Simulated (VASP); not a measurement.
# La3HfO (P6/mmm) in VASP: a series of runs, part 2 of 2

VASP 6.6.1. The steps go on from the part before.

## (3) Single point, PBE

This run uses another cell than the first one, of 29.94 Å³/atom.

The input, INCAR:

```
PREC = Accurate
ENCUT = 520
EDIFF = 1E-6
ISMEAR = 0
SIGMA = 0.1
LREAL = F
LASPH = T
NELM = 80
ALGO = Normal
ISIF = 2
LWAVE = F
LCHARG = F
GGA = PE
NBANDS = 32
```

The input, KPOINTS:

```
Automatic mesh
0
Gamma
  6 6 4
```

The input, POSCAR:

```
La3HfO
1.0
    6.6221784504      0.0000000033      0.0000000000
   -3.3110892280      5.7349747648      0.0000000000
    0.0000000000      0.0000000000      3.9411602607
La Hf O
3 1 1
Direct
    0.5000000000      0.0000000000      0.0000000000
    0.0000000000      0.5000000000      0.0000000000
    0.5000000000      0.5000000000      0.0000000000
    0.0000000000      0.0000000000      0.5000000000
    0.0000000000      0.0000000000      0.0000000000
```

Potentials or basis: VASP PAW PBE potentials, release 64 (La, Hf_pv, O).

Command:

```console
$ cat potpaw_PBE.64/La/POTCAR potpaw_PBE.64/Hf_pv/POTCAR potpaw_PBE.64/O/POTCAR > POTCAR
$ mpirun -np 1 vasp_std > vasp.out
```

OUTCAR:

```text
PREC = Accurate
   ENCUT = 520
   EDIFF = 1E-6
   ISMEAR = 0
   LREAL = F
   LASPH = T
   NELM = 80
   ISIF = 2
   GGA = PE

 ion  position               nearest neighbor table
   1  0.500  0.000  0.000-   3 3.31   3 3.31   2 3.31   2 3.31
   2  0.000  0.500  0.000-   3 3.31   3 3.31   1 3.31   1 3.31
   3  0.500  0.500  0.000-   1 3.31   1 3.31   2 3.31   2 3.31
   4  0.000  0.000  0.500-   5 1.97   5 1.97
   5  0.000  0.000  0.000-   4 1.97   4 1.97

  LATTYP: Found a hexagonal cell.
 ALAT       =     6.6221784504
 C/A-ratio  =     0.5951455839

  Lattice vectors:

 A1 = (   6.6221784504,   0.0000000033,   0.0000000000)
 A2 = (  -3.3110892280,   5.7349747648,   0.0000000000)
 A3 = (   0.0000000000,   0.0000000000,   3.9411602607)

Analysis of symmetry for initial positions (statically):
=====================================================================
 Subroutine PRICEL returns:
 Original cell was already a primitive cell.

 Routine SETGRP: Setting up the symmetry group for a
 hexagonal supercell.

 Subroutine GETGRP returns: Found 24 space group operations
 (whereof 24 operations were pure point group operations)
 out of a pool of 24 trial point group operations.

The static configuration has the point symmetry D_6h.

Analysis of symmetry for dynamics (positions and initial velocities):
=====================================================================
 Subroutine PRICEL returns:
 Original cell was already a primitive cell.

 Routine SETGRP: Setting up the symmetry group for a
 hexagonal supercell.

 Subroutine GETGRP returns: Found 24 space group operations
 (whereof 24 operations were pure point group operations)
 out of a pool of 24 trial point group operations.

The dynamic configuration has the point symmetry D_6h.
[... 117 lines left out ...]
   EFERMI_NEDOS =   21; number of points for ismear=-14 and -15
   IALGO  =     38    algorithm
   IMIX   =      4    mixing-type and parameters
     AMIX     =   0.40;   BMIX     =  1.00
     AMIX_MAG =   1.60;   BMIX_MAG =  1.00
  volume/ion in A,a.u.               =      29.94       202.01
  Fermi-wavevector in a.u.,A,eV,Ry     =   1.128292  2.132162 17.320788  1.273042
  Thomas-Fermi vector in A             =   2.264981
   LORBIT       =      0    0 simple, 1 ext, 2 COOP (PROOUT), +10 PAW based schemes
   GGA     = PE    functional components
   LHFCALC =     F    Hartree Fock is set to
   AEXX    =    0.0000 exact exchange contribution
   IVDW    =     0    specifies the selected vdW correction
   LEPSILON=     F    determine dielectric tensor
   LRPA    =     F    only Hartree local field effects (RPA)
 non-spin polarized calculation
 Gauss-broadening in eV      SIGMA  =   0.10
  energy-cutoff  :      520.00
  volume of cell :      149.68
 maximum number of plane-waves:      4059
 NGX is ok and might be reduce to    50
   NGX = 25   NGY = 25   NGZ = 15

 number of electron      48.9999996 magnetization

 Free energy of the ion-electron system (eV)
  ---------------------------------------------------
  ext. energy  EPLUGINS =         0.00000000
  ---------------------------------------------------
  free energy    TOTEN  =       -32.59125193 eV

  energy without entropy =      -32.55127741  energy(sigma->0) =      -32.57126467

 E-fermi :   6.7099     XC(G=0):  -9.6290

 val. band max:        6.7051754905   @ k =   0.1667   0.0000   0.5000
 cond. band min:       6.7174800731   @ k =   0.1667   0.1667   0.5000
 fundamental gap:      0.0123045826
 Fermi energy:         6.7098813763

 k-point     1 :       0.0000    0.0000    0.0000
  band No.  band energies     occupation
      1     -26.3324      2.00000
      2     -25.9670      2.00000
      3     -25.9670      2.00000
      4     -25.0065      2.00000
      5     -24.7217      2.00000
      6     -24.7217      2.00000
[... 724 lines left out ...]
     31       8.1592      0.00000
     32       8.1926      0.00000

------------------------ aborting loop because EDIFF is reached ----------------------------------------

  FORCE on cell =-STRESS in cart. coord.  units (eV):
  Direction    XX          YY          ZZ          XY          YZ          ZX
  --------------------------------------------------------------------------------------
  -------------------------------------------------------------------------------------
  Total        0.0790967      0.0790967     -0.5730558      0.0000000      0.0000000     -0.0000000
  in kB        0.8466664      0.8466664     -6.1341019      0.0000000      0.0000000     -0.0000000
  external PRESSURE =      -1.4802564 kB  Pullay stress =       0.0000000 kB

 VOLUME and BASIS-vectors are now :
 -----------------------------------------------------------------------------
  energy-cutoff  :      520.00
  volume of cell :      149.68
      direct lattice vectors                 reciprocal lattice vectors
     6.622178450  0.000000003  0.000000000     0.151007710  0.087184342  0.000000000
    -3.311089228  5.734974765  0.000000000    -0.000000000  0.174368684  0.000000000
     0.000000000  0.000000000  3.941160261     0.000000000  0.000000000  0.253732387

 POSITION                                       TOTAL-FORCE (eV/Angst)
 -----------------------------------------------------------------------------------
      3.31109      0.00000      0.00000        -0.000000      0.000000      0.000000
     -1.65554      2.86749      0.00000        -0.000000      0.000000      0.000000
      1.65554      2.86749      0.00000         0.000000      0.000000      0.000000
      0.00000      0.00000      1.97058        -0.000000      0.000000      0.000000
      0.00000      0.00000      0.00000        -0.000000      0.000000      0.000000
 -----------------------------------------------------------------------------------
    total drift:                               -0.000000      0.000000     -0.000000

  FREE ENERGIE OF THE ION-ELECTRON SYSTEM (eV)
  ---------------------------------------------------
  free  energy   TOTEN  =       -32.5912519325 eV

  energy  without entropy=      -32.5512774085  energy(sigma->0) =      -32.57126467
```

stdout:

```text
POSCAR found type information on POSCAR LaHfO
 POSCAR found :  3 types and       5 ions
 scaLAPACK will be used
 LDA part: xc-table for (Slater+PW92), standard interpolation
 POSCAR, INCAR and KPOINTS ok, starting setup
 FFT: planning ... GRIDC
 FFT: planning ... GRID_SOFT
 FFT: planning ... GRID
 WAVECAR not read
 entering main loop
```

It took 81 s on 1 thread of Intel Xeon 6975P-C (Granite Rapids), shared host; peak memory 0.3 GiB.

Results:

- Free energy: -32.5913 eV
- Pressure: -0.1 GPa
- Band gap on the k mesh: zero (an odd number of electrons rules out a gap without spin polarisation)

Caveat: the k points lie up to 0.40 Å⁻¹ apart, too coarse for converged energies and pressures of a metal; spin-orbit coupling is left out, which moves the levels of the heavy elements; an odd number of electrons without spin polarisation forces a metal; a magnetic or distorted state may lie lower.

## (4) Single point, PBE

This run uses another cell than the first one, of 30.13 Å³/atom.

The input, INCAR:

```
SYSTEM = La3HfO
ALGO     = Normal         ! electronic algorithm
EDIFF    = 1E-6           ! SCF threshold, eV
ENCUT    = 520            ! plane-wave cutoff, eV
GGA      = PE             ! functional
ISIF     = 2              ! what is computed and relaxed
ISMEAR   = 0              ! smearing method
LASPH    = .True.         ! aspherical terms in the spheres
LCHARG   = .False.        ! write CHGCAR
LREAL    = .False.        ! projectors in reciprocal space
LWAVE    = .False.        ! write WAVECAR
NBANDS   = 32             ! bands
NELM     = 100            ! most SCF steps
PREC     = Accurate       ! precision mode
SIGMA    = 0.1            ! smearing width, eV
```

The input, KPOINTS:

```
k-points
0
Gamma
  6 6 10
  0 0 0
```

POSCAR: that of step 3 with these lines changed.

```diff
@@ -2,5 +2,5 @@
 1.0
-    6.6221784504      0.0000000033      0.0000000000
-   -3.3110892280      5.7349747648      0.0000000000
-    0.0000000000      0.0000000000      3.9411602607
+    6.6475427689      0.0000000000      0.0000000000
+   -3.3237713845      5.7569409106      0.0000000000
+    0.0000000000      0.0000000000      3.9364737905
 La Hf O
```

Command:

```console
$ cat potpaw_PBE.64/La/POTCAR potpaw_PBE.64/Hf_pv/POTCAR potpaw_PBE.64/O/POTCAR > POTCAR
$ mpirun -np 1 vasp_std > vasp.out
```

It took 2.3 min on 1 thread of Intel Xeon 6975P-C (Granite Rapids), shared host; peak memory 0.39 GiB.

The run converged. Its results:

- Free energy: -32.5705 eV
- Pressure: -0.2 GPa
- Band gap on the k mesh: zero (an odd number of electrons rules out a gap without spin polarisation)

Stress tensor (GPa, compression positive):
```
-0.06  0.00  0.00
 0.00 -0.06  0.00
 0.00  0.00 -0.59
```

Levels at points of the mesh, in eV from the Fermi level:
```tsv
k point	band 22	band 23	band 24	band 25	band 26	band 27
(0.00, 0.00, 0.00)	-1.40	-1.40	-0.33	0.33	0.33	0.47
(0.50, 0.00, 0.00)	-0.59	-0.23	0.19	0.22	0.41	0.49
(0.00, 0.00, 0.50)	-1.28	-1.11	-1.11	-0.32	-0.32	-0.16
(0.50, 0.00, 0.50)	-0.53	-0.46	-0.35	-0.28	0.80	0.89
```

Caveat: spin-orbit coupling is left out, which moves the levels of the heavy elements; an odd number of electrons without spin polarisation forces a metal; a magnetic or distorted state may lie lower.

## (5) Summary

```csv
cell,k mesh,gap on the mesh (eV),pressure (GPa)
"a = 5.824, b = 5.824, c = 4.977 Å, angles 90.0, 90.0, 120.0°, 5 atoms",6 × 6 × 4,none,-0.7
"a = 6.622, b = 6.622, c = 3.941 Å, angles 90.0, 90.0, 120.0°, 5 atoms",6 × 6 × 4,none,-0.1
"a = 6.648, b = 6.648, c = 3.936 Å, angles 90.0, 90.0, 120.0°, 5 atoms",6 × 6 × 10,none,-0.2
```

Alike in all rows: task single point; level PBE; potentials or basis VASP PAW PBE potentials, release 64 (La, Hf_pv, O); no spin polarisation; cutoff (eV) 520; smearing gaussian 0.1 eV.

Caveats: some runs use coarse meshes; spin-orbit coupling is left out, which moves the levels of the heavy elements; an odd number of electrons without spin polarisation forces a metal; a magnetic or distorted state may lie lower.

Absolute energies hang on the potentials; compare differences alone.
